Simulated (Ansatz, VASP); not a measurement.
**BaAl9Fe2 in VASP and in Ansatz**

Contents of INCAR:

```
ALGO     = Normal         # electronic algorithm
EDIFF    = 1E-6           # SCF threshold, eV
EDIFFG   = -0.005         # ionic threshold
ENCUT    = 600            # plane-wave cutoff, eV
IBRION   = 2              # ionic algorithm
ISIF     = 3              # what is computed and relaxed
ISMEAR   = 0              # smearing method
LASPH    = T              # aspherical terms in the spheres
LCHARG   = F              # write CHGCAR
LREAL    = F              # projectors in reciprocal space
LWAVE    = F              # write WAVECAR
NELM     = 100            # most SCF steps
NSW      = 70             # ionic steps
PREC     = Accurate       # precision mode
SIGMA    = 0.1            # smearing width, eV
```

File KPOINTS:

```
k-points
0
Gamma
  6 6 10
```

Contents of POSCAR:

```
BaAl9Fe2
1.0
    8.0022823096      0.0000000000      0.0000000000
   -4.0011411548      6.9301797684      0.0000000000
    0.0000000000      0.0000000000      3.9452507915
Ba Al Fe
1 9 2
Direct
    0.0000000000      0.0000000000      0.0000000000
    0.5000000000      0.0000000000      0.0000000000
    0.5000000000      0.5000000000      0.0000000000
    0.0000000000      0.5000000000      0.0000000000
    0.2165612668      0.4331225336      0.5000000000
    0.7834387332      0.2165612668      0.5000000000
    0.4331225336      0.2165612668      0.5000000000
    0.5668774664      0.7834387332      0.5000000000
    0.2165612668      0.7834387332      0.5000000000
    0.7834387332      0.5668774664      0.5000000000
    0.6666666667      0.3333333333      0.0000000000
    0.3333333333      0.6666666667      0.0000000000
```

Input for Ansatz:

```yaml
crystal:
  lattice:
    - [8.0022823096, 0.0, 0.0]
    - [-4.0011411548, 6.9301797684, 0.0]
    - [0.0, 0.0, 3.9452507915]
  atoms:
    - { symbol: Ba, position: [0.0, 0.0, 0.0] }
    - { symbol: Al, position: [0.5, 0.0, 0.0] }
    - { symbol: Al, position: [0.5, 0.5, 0.0] }
    - { symbol: Al, position: [0.0, 0.5, 0.0] }
    - { symbol: Al, position: [0.2165612668, 0.4331225336, 0.5] }
    - { symbol: Al, position: [0.7834387332, 0.2165612668, 0.5] }
    - { symbol: Al, position: [0.4331225336, 0.2165612668, 0.5] }
    - { symbol: Al, position: [0.5668774664, 0.7834387332, 0.5] }
    - { symbol: Al, position: [0.2165612668, 0.7834387332, 0.5] }
    - { symbol: Al, position: [0.7834387332, 0.5668774664, 0.5] }
    - { symbol: Fe, position: [0.6666666667, 0.3333333333, 0.0] }
    - { symbol: Fe, position: [0.3333333333, 0.6666666667, 0.0] }
basis:
  ecutwfc: 420
kpoints:
  mp_grid: { grid: [6, 6, 10] }
hamiltonian:
  xc: lda
scf:
  occupations: { method: gaussian, width: 0.1 }
output:
  forces: true
  stress: true
  eigenvalues: true
relax:
  adjacent_minimum: "off"
  f_tol: 0.005
  max_steps: 50
  cell: { stress_tol: 0.05 }
```

Alike in both runs: task relaxation of cell and atoms; functional LDA; k mesh 6 × 6 × 10; occupations gaussian, width 0.1 eV; no spin polarisation.

```csv
,VASP,Ansatz
version,VASP 6.6.1,Ansatz 0.2.0
potentials or method,"VASP PAW LDA potentials, release 64 (Ba_sv, Al, Fe), cutoff 600 eV","scalar-relativistic, plane waves, PAW"
valence electrons in the cell,53,69
```

|  | VASP | Ansatz | Ansatz less VASP |
| --- | --- | --- | --- |
| gap on the k mesh at the Fermi level, each at its own relaxed structure (eV) | none | none | - |
| relaxed volume (Å³/atom) | 17.32 | 17.27 | -0.054 |
| relaxed cell length with the largest relative difference (Å) | 3.874 | 3.869 | -0.0046 |

LDA's correlation is that of Perdew and Zunger in VASP and of Perdew and Wang (1992) in Ansatz. A gap of «none» marks a metal or a gap that the smearing closes. VASP's potentials hold 53 valence electrons a cell and Ansatz's 69, so a difference there can come from the potentials and not from the codes.

Spin-orbit coupling is off throughout.
